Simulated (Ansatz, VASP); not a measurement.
## BeS: VASP beside Ansatz

```
CELL_PARAMETERS angstrom
0.00000 2.35225 2.42500
2.35225 0.00000 2.42500
2.35225 2.35225 0.00000
ATOMIC_POSITIONS crystal
Be 0.00000 0.00000 0.00000
S 0.75000 0.75000 0.75000
```

Change from the starting cell: strain -0.030 along x and y, +0.000 along z, atoms carried along.

Alike in both runs: task single point; functional PBE; k mesh 8 × 8 × 8; occupations gaussian, width 0.05 eV; no spin polarisation.

```csv
,VASP,Ansatz
version,VASP 6.6.1,Ansatz 0.2.0
potentials or method,"VASP PAW PBE potentials, release 64 (Be, S), cutoff 520 eV","scalar-relativistic, plane waves, PAW"
valence electrons in the cell,8,8
```

Ansatz gave:

```
gap on the k mesh at the Fermi level (eV)                     : 2.82
least direct gap on the mesh (eV)                             : 5.55
pressure (GPa)                                                : 8.3
traceless stress, the component that is largest in VASP (GPa) : -2.17
```

Task: Which values does VASP return?

Result: gap on the k mesh at the Fermi level (eV): 2.82; least direct gap on the mesh (eV): 5.57; pressure (GPa): 8.3; traceless stress, the component that is largest in VASP (GPa): -2.16.

With one functional, cell and mesh, what is left measures potentials, basis and numerics.
